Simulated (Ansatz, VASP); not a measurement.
# Two plane-wave programs on RbBr

```
CELL_PARAMETERS angstrom
4.08095 0.00000 0.00000
0.00000 4.08095 0.00000
0.00000 0.00000 4.19290
ATOMIC_POSITIONS crystal
Rb 0.00000 0.00000 0.00000
Br 0.50000 0.50000 0.50000
```

Change from the starting cell: mode 4 frozen in at +0.000 Å, equal normal strain along x and y -0.0267.

Alike in both runs: task single point; functional PBE; k mesh 6 × 6 × 6; occupations gaussian, width 0.05 eV; no spin polarisation.

|  | VASP | Ansatz |
| --- | --- | --- |
| version | VASP 6.6.1 | Ansatz 0.2.0 |
| potentials or method | VASP PAW PBE potentials, release 64 (Rb_sv, Br), cutoff 520 eV | scalar-relativistic, plane waves, PAW |
| valence electrons in the cell | 16 | 16 |

```tsv
	VASP	Ansatz	Ansatz less VASP
gap on the k mesh at the Fermi level (eV)	4.05	4.05	+0.002
least direct gap on the mesh (eV)	4.20	4.20	+0.001
pressure (GPa)	0.9	0.9	-0.02
traceless stress, the component that is largest in VASP (GPa)	-0.54	-0.54	+0.001
```
